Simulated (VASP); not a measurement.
Wanted: the native input for a VASP 6.6.1 run.

```yaml
Task: relaxation of shape and atoms at fixed volume
Functional: PBEsol
Potentials_or_basis: VASP PAW PBE potentials, release 64 (Ti_sv)
Cutoff: 600 eV
k_mesh: 18 × 18 × 10
Occupations: gaussian, width 0.1 eV
Spin: no spin polarisation
Dipole_correction: no
Further_INCAR_settings: ALGO = Fast; EDIFF = 1e-06; IBRION = 2; EDIFFG = -0.01; NSW = 50; ISIF = 4
```

The structure of Ti lies in POSCAR:

```
Ti
1.0
    2.9573623550      0.0000000000      0.0000000000
   -1.4786811775      2.5611509276      0.0000000000
    0.0000000000      0.0000000000      4.6809621766
Ti
2
Direct
    0.3333333333      0.6666666667      0.2500000000
    0.6666666667      0.3333333333      0.7500000000
```

This cell differs from its parent crystal: volume scaled by 1.06.

One way to write it, as run:

INCAR

```
ALGO = Fast
EDIFF = 1E-6
EDIFFG = -0.01
ENCUT = 600
GGA = PS
IBRION = 2
ISIF = 4
ISMEAR = 0
LASPH = True
LCHARG = False
LREAL = False
LWAVE = False
NELM = 100
NSW = 50
PREC = Accurate
SIGMA = 0.1
```

KPOINTS

```
k-points
0
Gamma
  18 18 10
```

Potentials or basis: VASP PAW PBE potentials, release 64 (Ti_sv).

Launch:

```sh
$ cat potpaw_PBE.64/Ti_sv/POTCAR > POTCAR
$ mpirun -np 1 vasp_std > vasp.out
```

Results of the run:

The energy gained by relaxing is 0.0 meV/atom and the ionic steps are 2. The pressure after relaxing is -6.5 GPa and the band gap on the k mesh is zero (band 12 reaches 8.75 eV, above the bottom of band 13 at 7.67 eV).

Caveat: the PAW data sets were made with another functional, which shifts forces and pressure a little.

Wall time 2.2 min on 1 thread of Intel(R) Xeon(R) 6975P-C (Granite Rapids), with other jobs on the host, peak memory 0.26 GiB.
